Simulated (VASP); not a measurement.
A run of VASP 6.6.1 is set up as follows.

INCAR

```
SYSTEM = HfN
PREC = Accurate ; ENCUT = 520
EDIFF = 1E-6 ; ISMEAR = 0
SIGMA = 0.05 ; LREAL = .False.
LASPH = .True. ; NELM = 100
ALGO = Normal ; ISIF = 2
LWAVE = .False. ; LCHARG = .False.
GGA = PE ; NBANDS = 40
```

KPOINTS

```
Automatic mesh
0
Gamma
  1 1 7
  0 0 0
```

The input POSCAR:

```
HfN
1.0
   10.9000000000      0.0000000000      0.0000000000
    0.0000000000     12.5000000000      0.0000000000
    0.0000000000      0.0000000000      7.8770049045
Hf N
4 4
Direct
    0.5851664156      0.5000000000      0.0000000000
    0.4148335844      0.5000000000      0.3333333333
    0.5000000000      0.6286309514      0.6666666667
    0.5000000000      0.3713690486      0.6666666667
    0.4148335844      0.5000000000      0.8333333333
    0.5851664156      0.5000000000      0.5000000000
    0.5000000000      0.3713690486      0.1666666667
    0.5000000000      0.6286309514      0.1666666667
```

Potentials or basis: VASP PAW PBE potentials, release 64 (Hf_pv, N).

The run is started by

```bash
$ cat potpaw_PBE.64/Hf_pv/POTCAR potpaw_PBE.64/N/POTCAR > POTCAR
$ mpirun -np 1 vasp_std > vasp.out
```

(1) What does it give for the largest force?

(2) Predict the band gap on the k mesh.

Answers

(1) 6.700 eV/Å.

(2) 0.46 eV.

Caveat: spin-orbit coupling is left out, which moves the levels of the heavy elements.
